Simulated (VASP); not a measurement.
Input of a VASP 6.6.1 run:

Contents of INCAR:

```
PREC = Accurate
ENCUT = 600
EDIFF = 1E-6
ISMEAR = 0
SIGMA = 0.1
LREAL = F
LASPH = T
NELM = 80
ALGO = Normal
ISIF = 3
LWAVE = F
LCHARG = F
GGA = PE
IBRION = 2
NSW = 80
EDIFFG = -0.025
```

The input KPOINTS:

```
regular mesh
0
Gamma
  4 2 2
```

POSCAR

```
Si2Ge
1.0
    3.8192912965      0.0360813896     -0.0127586632
    0.0624947998      6.9137965536      0.0054664403
   -0.0312259657      0.0077242209      9.7125909128
Si Ge
8 4
Direct
   -0.0305244606      0.3481957260      0.5419354265
    0.4878069401      0.8347847140      0.5533528189
    0.4975774335      0.1809459000      0.2147564316
    0.0004916638      0.6777484129      0.2109913159
    0.0321900848      0.3246652536      0.7617926502
    0.4816146120      0.8314820211      0.7936588764
    0.4987194023      0.1630990546      0.4486721524
    0.0291274351      0.6535373341      0.4541772575
    0.4817938621      0.4904833840      0.8705923758
    0.0269101858      1.0046449897      0.8842959615
   -0.0091567645     -0.0084767422      0.1312997047
    0.5034496053      0.4988899522      0.1344750286
```

Potentials or basis: VASP PAW PBE potentials, release 64 (Si, Ge_d).

The run is started by

```sh
$ cat potpaw_PBE.64/Si/POTCAR potpaw_PBE.64/Ge_d/POTCAR > POTCAR
$ mpirun -np 1 vasp_std > vasp.out
```

(1) What does it give for the relaxed cell?

(2) What does it give for the space group after relaxing (to 0.1 Å)?

Results:

(1) a = 3.954 Å, b = 6.769 Å, c = 9.603 Å, α = 90.30°, β = 90.00°, γ = 90.00°.

(2) P-3m1 (No. 164).

Caveat: the k points lie up to 0.46 Å⁻¹ apart in the final cell.
